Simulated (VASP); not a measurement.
# Mo (P6_3/mmc) in VASP: further runs

Mo is run at these levels: PBE; tasks: single point.

Everything below comes from runs of VASP 6.6.1. Logs are shortened: lines on timing, memory, paths and dates and some standing lists are left out, and cuts for length are marked.

**1. The cell of the first run**

Symmetry: P6_3/mmc, No. 194, hexagonal system. The conventional cell has a = 2.898 Å, b = 2.898 Å, c = 9.348 Å, α = 90.00°, β = 90.00°, γ = 120.00°. Mo (site symmetry -3m) has 12 Mo at 2.87 to 2.90 Å within 3.8 Å. Mo (site symmetry -6m2) has 12 Mo at 2.87 to 2.90 Å within 3.8 Å.

**2. Single point, PBE**

Contents of INCAR:

```
  ALGO = Normal
  EDIFF = 1E-6
  ENCUT = 520
  GGA = PE
  ISIF = 2
  ISMEAR = 0
  LASPH = True
  LCHARG = False
  LREAL = False
  LWAVE = False
  NBANDS = 36
  NELM = 100
  PREC = Accurate
  SIGMA = 0.1
```

Contents of KPOINTS:

```
k-points
0
Gamma
  9 9 2
```

Contents of POSCAR:

```
Mo
1.0
    2.8984647600      0.0000000000      0.0000000000
   -1.4492323799      2.5101441141      0.0000000000
    0.0000000000      0.0000000000      9.3481209292
Mo
4
Direct
    0.0000000000      0.0000000000      0.0000000000
    0.0000000000      0.0000000000      0.5000000000
    0.3333333333      0.6666666667      0.7500000000
    0.6666666667      0.3333333333      0.2500000000
```

Potentials or basis: VASP PAW PBE potentials, release 64 (Mo_sv).

Run with:

```bash
$ cat potpaw_PBE.64/Mo_sv/POTCAR > POTCAR
$ mpirun -np 1 vasp_std > vasp.out
```

OUTCAR:

```text
EDIFF = 1E-6
   ENCUT = 520
   GGA = PE
   ISIF = 2
   ISMEAR = 0
   LASPH = True
   LREAL = False
   NELM = 100
   PREC = Accurate

 ion  position               nearest neighbor table
   1  0.000  0.000  0.000-   3 2.87   4 2.87   3 2.87   4 2.87   4 2.87   3 2.87
   2  0.000  0.000  0.500-   3 2.87   4 2.87   3 2.87   4 2.87   4 2.87   3 2.87
   3  0.333  0.667  0.750-   1 2.87   2 2.87   1 2.87   2 2.87   1 2.87   2 2.87
   4  0.667  0.333  0.250-   1 2.87   2 2.87   1 2.87   2 2.87   1 2.87   2 2.87

  LATTYP: Found a hexagonal cell.
 ALAT       =     2.8984647600
 C/A-ratio  =     3.2251973728

  Lattice vectors:

 A1 = (   2.8984647600,   0.0000000000,   0.0000000000)
 A2 = (  -1.4492323799,   2.5101441141,   0.0000000000)
 A3 = (   0.0000000000,   0.0000000000,   9.3481209292)

Analysis of symmetry for initial positions (statically):
=====================================================================
 Subroutine PRICEL returns:
 Original cell was already a primitive cell.

 Routine SETGRP: Setting up the symmetry group for a
 hexagonal supercell.

 Subroutine GETGRP returns: Found 24 space group operations
 (whereof 12 operations were pure point group operations)
 out of a pool of 24 trial point group operations.

The static configuration has the point symmetry D_3d.
 The point group associated with its full space group is D_6h.

Analysis of symmetry for dynamics (positions and initial velocities):
=====================================================================
 Subroutine PRICEL returns:
 Original cell was already a primitive cell.

 Routine SETGRP: Setting up the symmetry group for a
 hexagonal supercell.

 Subroutine GETGRP returns: Found 24 space group operations
 (whereof 12 operations were pure point group operations)
 out of a pool of 24 trial point group operations.

The dynamic configuration has the point symmetry D_3d.
 The point group associated with its full space group is D_6h.

 Subroutine INISYM returns: Found 24 space group operations
 (whereof 12 operations are pure point group operations),
 and found     1 'primitive' translations

----------------------------------------------------------------------------------------

                                     Primitive cell

  volume of cell :      68.0129

  direct lattice vectors                    reciprocal lattice vectors
     2.898464760  0.000000000  0.000000000     0.345010232  0.199191750  0.000000000
    -1.449232380  2.510144114  0.000000000     0.000000000  0.398383501  0.000000000
     0.000000000  0.000000000  9.348120929     0.000000000  0.000000000  0.106973370

  length of vectors
     2.898464760  2.898464760  9.348120929     0.398383501  0.398383501  0.106973370

  position of ions in fractional coordinates (direct lattice)
     0.000000000  0.000000000  0.000000000
     0.000000000  0.000000000  0.500000000
     0.333333333  0.666666667  0.750000000
     0.666666667  0.333333333  0.250000000

  ion indices of the primitive-cell ions
   primitive index   ion index
                 1           1
                 2           2
                 3           3
                 4           4

----------------------------------------------------------------------------------------

 KPOINTS: k-points

Automatic generation of k-mesh.
 Grid dimensions read from file:
 generate k-points for:    9    9    2

 Generating k-lattice:

  Cartesian coordinates                     Fractional coordinates (reciprocal lattice)
     0.038334470  0.022132417  0.000000000     0.111111111  0.000000000  0.000000000
     0.000000000  0.044264833  0.000000000     0.000000000  0.111111111  0.000000000
     0.000000000  0.000000000  0.053486685     0.000000000  0.000000000  0.500000000

  Length of vectors
     0.044264833  0.044264833  0.053486685

  Shift w.r.t. Gamma in fractional coordinates (k-lattice)
     0.000000000  0.000000000  0.000000000

 Subroutine IBZKPT returns following result:
 ===========================================

 Found     24 irreducible k-points:

 Following reciprocal coordinates:
            Coordinates               Weight
  0.000000  0.000000  0.000000      1.000000
  0.111111 -0.000000  0.000000      6.000000
  0.222222 -0.000000  0.000000      6.000000
  0.333333 -0.000000  0.000000      6.000000
  0.444444 -0.000000  0.000000      6.000000
  0.111111  0.111111  0.000000      6.000000
[... 16 lines left out ...]
  0.333333  0.222222  0.500000     12.000000
  0.333333  0.333333  0.500000      2.000000
   k-points           NKPTS =     24   k-points in BZ     NKDIM =     24   number of bands    NBANDS=     36
   number of dos      NEDOS =    301   number of ions     NIONS =      4
   total plane-waves  NPLWV =  40320
   dimension x,y,z NGX =    24 NGY =   24 NGZ =   70
   dimension x,y,z NGXF=    48 NGYF=   48 NGZF=  140
   ions per type =               4
   NGX,Y,Z   is equivalent  to a cutoff of  13.77, 13.77, 12.45 a.u.
   NGXF,Y,Z  is equivalent  to a cutoff of  27.53, 27.53, 24.90 a.u.
 SYSTEM =  unknown system
   PREC   = accura    normal or accurate (medium, high low for compatibility)
   ISTART =      0    job   : 0-new  1-cont  2-samecut
   ICHARG =      2    charge: 1-file 2-atom 10-const
   ISPIN  =      1    spin polarized calculation?
   LNONCOLLINEAR =      F non collinear calculations
   LSORBIT =      F    spin-orbit coupling
   LASPH  =      T    aspherical Exc in radial PAW
   ENCUT  =  520.0 eV  38.22 Ry    6.18 a.u.   5.39  5.39 17.38*2*pi/ulx,y,z
   NELM   =    100;   NELMIN=  2; NELMDL= -5     # of ELM steps
   EDIFF  = 0.1E-05   stopping-criterion for ELM
   LREAL  =      F    real-space projection
   EDIFFG = 0.1E-04   stopping-criterion for IOM
   NSW    =      0    number of steps for IOM
   IBRION =     -1    ionic relax: 0-MD 1-quasi-New 2-CG
   NFREE  =      0    steps in history (QN), initial steepest desc. (CG)
   ISIF   =      2    stress and relaxation
   ISYM   =      2    0-nonsym 1-usesym 2-fastsym
   POTIM  = 0.5000    time-step for ionic-motion
   TEBEG  =    0.0;   TEEND  =   0.0 temperature during run
   PSTRESS=    0.0 pullay stress
   NELECT =      56.0000    total number of electrons
   NUPDOWN=      -1.0000    fix difference up-down
   EMIN   =  10.00;   EMAX   =-10.00  energy-range for DOS
   EFERMI =   0.00;   METHOD = LEGACY
   ISMEAR =     0;   SIGMA  =   0.10  broadening in eV -4-tet -1-fermi 0-gaus
   EFERMI_NEDOS =   21; number of points for ismear=-14 and -15
   IALGO  =     38    algorithm
   IMIX   =      4    mixing-type and parameters
     AMIX     =   0.40;   BMIX     =  1.00
     AMIX_MAG =   1.60;   BMIX_MAG =  1.00
  volume/ion in A,a.u.               =      17.00       114.74
  Fermi-wavevector in a.u.,A,eV,Ry     =   1.534407  2.899608 32.033613  2.354404
  Thomas-Fermi vector in A             =   2.641339
   LORBIT       =      0    0 simple, 1 ext, 2 COOP (PROOUT), +10 PAW based schemes
   GGA     = PE    functional components
   LHFCALC =     F    Hartree Fock is set to
   AEXX    =    0.0000 exact exchange contribution
   IVDW    =     0    specifies the selected vdW correction
   LEPSILON=     F    determine dielectric tensor
   LRPA    =     F    only Hartree local field effects (RPA)
 non-spin polarized calculation
 Gauss-broadening in eV      SIGMA  =   0.10
  energy-cutoff  :      520.00
  volume of cell :       68.01
 maximum number of plane-waves:      1883
 NGX is ok and might be reduce to    24

 number of electron      56.0000006 magnetization

 Free energy of the ion-electron system (eV)
  ---------------------------------------------------
  ext. energy  EPLUGINS =         0.00000000
  ---------------------------------------------------
  free energy    TOTEN  =       -41.83003378 eV

  energy without entropy =      -41.80378891  energy(sigma->0) =      -41.81691135

 E-fermi :  10.9534     XC(G=0): -12.8998

 val. band max:       10.9187888052   @ k =   0.2222  -0.0000   0.5000
 cond. band min:      10.9577853853   @ k =   0.1111  -0.0000   0.0000
 fundamental gap:      0.0389965801
 Fermi energy:        10.9534000656

 k-point     1 :       0.0000    0.0000    0.0000
  band No.  band energies     occupation
      1     -49.8182      2.00000
      2     -49.7282      2.00000
      3     -49.7252      2.00000
      4     -49.6335      2.00000
      5     -24.3558      2.00000
      6     -23.8313      2.00000
[... 28 lines left out ...]
     35      12.7969      0.00000
     36      12.7969      0.00000

 k-point     2 :       0.1111   -0.0000    0.0000
  band No.  band energies     occupation
      1     -49.8005      2.00000
      2     -49.7152      2.00000
      3     -49.7123      2.00000
      4     -49.6255      2.00000
      5     -24.3141      2.00000
      6     -23.8490      2.00000
[... 28 lines left out ...]
     35      12.9651      0.00000
     36      13.2945      0.00000

 k-point     3 :       0.2222   -0.0000    0.0000
  band No.  band energies     occupation
      1     -49.7540      2.00000
      2     -49.6823      2.00000
      3     -49.6794      2.00000
      4     -49.6067      2.00000
      5     -24.2019      2.00000
      6     -23.9553      2.00000
[... 28 lines left out ...]
     35      13.1429      0.00000
     36      13.4338      0.00000
[... 742 lines left out ...]
 k-point    23 :       0.3333    0.2222    0.5000
  band No.  band energies     occupation
      1     -49.6224      2.00000
      2     -49.6224      2.00000
      3     -49.5927      2.00000
      4     -49.5927      2.00000
      5     -24.1661      2.00000
      6     -24.1661      2.00000
[... 28 lines left out ...]
     35      14.7887      0.00000
     36      14.7887      0.00000

 k-point    24 :       0.3333    0.3333    0.5000
  band No.  band energies     occupation
      1     -49.6023      2.00000
      2     -49.6023      2.00000
      3     -49.5996      2.00000
      4     -49.5996      2.00000
      5     -24.1056      2.00000
      6     -24.1056      2.00000
[... 28 lines left out ...]
     35      14.3499      0.00000
     36      14.3499      0.00000

------------------------ aborting loop because EDIFF is reached ----------------------------------------

  FORCE on cell =-STRESS in cart. coord.  units (eV):
  Direction    XX          YY          ZZ          XY          YZ          ZX
  --------------------------------------------------------------------------------------
  -------------------------------------------------------------------------------------
  Total       -5.8471232     -5.8471232     -4.5168193     -0.0000000      0.0000000      0.0000000
  in kB     -137.7405531   -137.7405531   -106.4026136     -0.0000000      0.0000000      0.0000000
  external PRESSURE =    -127.2945732 kB  Pullay stress =       0.0000000 kB

 VOLUME and BASIS-vectors are now :
 -----------------------------------------------------------------------------
  energy-cutoff  :      520.00
  volume of cell :       68.01
      direct lattice vectors                 reciprocal lattice vectors
     2.898464760  0.000000000  0.000000000     0.345010232  0.199191750  0.000000000
    -1.449232380  2.510144114  0.000000000     0.000000000  0.398383501  0.000000000
     0.000000000  0.000000000  9.348120929     0.000000000  0.000000000  0.106973370

 POSITION                                       TOTAL-FORCE (eV/Angst)
 -----------------------------------------------------------------------------------
      0.00000      0.00000      0.00000         0.000000      0.000000      0.000000
      0.00000      0.00000      4.67406         0.000000      0.000000      0.000000
     -0.00000      1.67343      7.01109         0.000000     -0.000000     -0.000000
      1.44923      0.83671      2.33703        -0.000000      0.000000     -0.000000
 -----------------------------------------------------------------------------------
    total drift:                                0.000000      0.000000     -0.000000

  FREE ENERGIE OF THE ION-ELECTRON SYSTEM (eV)
  ---------------------------------------------------
  free  energy   TOTEN  =       -41.8300337819 eV

  energy  without entropy=      -41.8037889131  energy(sigma->0) =      -41.81691135
```

Run time: 89 s. Hardware: 1 thread of AMD EPYC 7R43 (Zen 3), shared host; peak memory 0.15 GiB.

What came out:

| Quantity | Value |
| --- | --- |
| Free energy | -41.8300 eV |
| Pressure | -12.7 GPa |
| Band gap on the k mesh | zero (band 28 reaches 11.87 eV, above the bottom of band 29 at 10.49 eV) |

Stress tensor (GPa, compression positive):
```
-13.77   0.00   0.00
  0.00 -13.77   0.00
  0.00   0.00 -10.64
```

**3. Single point, PBE**

This run uses another cell than the first one: it holds 2 atoms, not 4.

Contents of INCAR:

```
SYSTEM = Mo
PREC = Accurate ; ENCUT = 520
EDIFF = 1E-6 ; ISMEAR = 0
SIGMA = 0.1 ; LREAL = .False.
LASPH = .True. ; NELM = 60
ALGO = Normal ; ISIF = 2
LWAVE = .False. ; LCHARG = .True.
GGA = PE ; LELF = .True.
LVHAR = .True. ; NBANDS = 21
```

Contents of KPOINTS:

```
Automatic mesh
0
Gamma
  6 6 4
  0 0 0
```

Contents of POSCAR:

```
Mo
1.0
    2.8739028738      0.0000000000      0.0000000000
   -1.4369514369      2.4888728967      0.0000000000
    0.0000000000      0.0000000000      4.4643408703
Mo
2
Direct
    0.3333333333      0.6666666667      0.2500000000
    0.6666666667      0.3333333333      0.7500000000
```

Potentials or basis: VASP PAW PBE potentials, release 64 (Mo_sv).

Run with:

```bash
$ cat potpaw_PBE.64/Mo_sv/POTCAR > POTCAR
$ mpirun -np 1 vasp_std > vasp.out
```

Wall time 12 s (1 thread of Intel Xeon 6975P-C, shared host); peak memory 0.15 GiB.

The run converged. Its results:

```
Free energy            : -20.9257 eV
Pressure               : 0.6 GPa
Band gap on the k mesh : zero (band 14 reaches 12.76 eV, above the bottom of band 15 at 10.92 eV)
```

Stress tensor (GPa, compression positive):
```
0.65 0.00 0.00
0.00 0.65 0.00
0.00 0.00 0.41
```

Levels at points of the mesh, in eV from the Fermi level:
| k point | band 11 | band 12 | band 13 | band 14 | band 15 | band 16 | band 17 | band 18 |
| --- | --- | --- | --- | --- | --- | --- | --- | --- |
| (0.00, 0.00, 0.00) | -0.76 | -0.76 | -0.24 | 0.06 | 0.06 | 0.56 | 0.56 | 2.11 |
| (0.50, 0.00, 0.00) | -3.84 | -1.22 | -0.57 | -0.12 | 0.51 | 3.64 | 4.16 | 4.47 |
| (0.00, 0.00, 0.50) | -0.97 | -0.97 | -0.95 | -0.95 | -0.95 | -0.95 | 2.84 | 2.84 |
| (0.50, 0.00, 0.50) | -2.72 | -2.72 | 0.89 | 0.89 | 1.84 | 1.84 | 3.96 | 3.96 |

Caveat: the k points lie up to 0.42 Å⁻¹ apart.

**4. Single point, PBE**

This run uses another cell than the first one: it holds 2 atoms, not 4.

Contents of INCAR:

```
SYSTEM = Mo
PREC     = Accurate       ! precision mode
ENCUT    = 520            ! plane-wave cutoff, eV
EDIFF    = 1E-6           ! SCF threshold, eV
ISMEAR   = 0              ! smearing method
SIGMA    = 0.1            ! smearing width, eV
LREAL    = .FALSE.        ! projectors in reciprocal space
LASPH    = .TRUE.         ! aspherical terms in the spheres
NELM     = 60             ! most SCF steps
ALGO     = Normal         ! electronic algorithm
ISIF     = 2              ! what is computed and relaxed
LWAVE    = .FALSE.        ! write WAVECAR
LCHARG   = .FALSE.        ! write CHGCAR
GGA      = PE             ! functional
NBANDS   = 21             ! bands
```

Contents of KPOINTS:

```
Automatic mesh
0
G
  9 9 4
  0 0 0
```

Contents of POSCAR:

```
Mo
1.0
    2.9109844791      0.0000000000      0.0000000000
   -1.4554922396      2.5209865089      0.0000000000
    0.0000000000      0.0000000000      4.7246819739
Mo
2
Direct
    0.3333333333      0.6666666667      0.2500000000
    0.6666666667      0.3333333333      0.7500000000
```

Run with:

```bash
$ cat potpaw_PBE.64/Mo_sv/POTCAR > POTCAR
$ mpirun -np 1 vasp_std > vasp.out
```

Wall time 16 s (1 thread of Intel Xeon 6975P-C, shared host); peak memory 0.16 GiB.

Results (log left out):

```
Free energy            : -20.7885 eV
Pressure               : -15.8 GPa
Band gap on the k mesh : zero (band 14 reaches 11.61 eV, above the bottom of band 15 at 9.99 eV)
```

Stress tensor (GPa, compression positive):
```
-17.81   0.00   0.00
  0.00 -17.81   0.00
  0.00   0.00 -11.91
```

Levels at points of the mesh, in eV from the Fermi level:
| k point | band 11 | band 12 | band 13 | band 14 | band 15 | band 16 | band 17 | band 18 |
| --- | --- | --- | --- | --- | --- | --- | --- | --- |
| (0.00, 0.00, 0.00) | -0.61 | -0.58 | -0.58 | 0.05 | 0.05 | 0.81 | 0.81 | 1.35 |
| (0.00, 0.00, 0.50) | -1.15 | -1.15 | -0.66 | -0.66 | -0.66 | -0.66 | 2.49 | 2.49 |

**5. Overview**

| cell | k mesh | gap on the mesh (eV) | pressure (GPa) |
| --- | --- | --- | --- |
| a = 2.898, b = 2.898, c = 9.348 Å, angles 90.0, 90.0, 120.0°, 4 atoms | 9 × 9 × 2 | none | -12.7 |
| a = 2.874, b = 2.874, c = 4.464 Å, angles 90.0, 90.0, 120.0°, 2 atoms | 6 × 6 × 4 | none | 0.6 |
| a = 2.911, b = 2.911, c = 4.725 Å, angles 90.0, 90.0, 120.0°, 2 atoms | 9 × 9 × 4 | none | -15.8 |

Alike in all rows: task single point; level PBE; potentials or basis VASP PAW PBE potentials, release 64 (Mo_sv); no spin polarisation; cutoff (eV) 520; smearing gaussian 0.1 eV.

Caveats: some runs use coarse meshes.

Absolute energies hang on the potentials; compare differences alone.
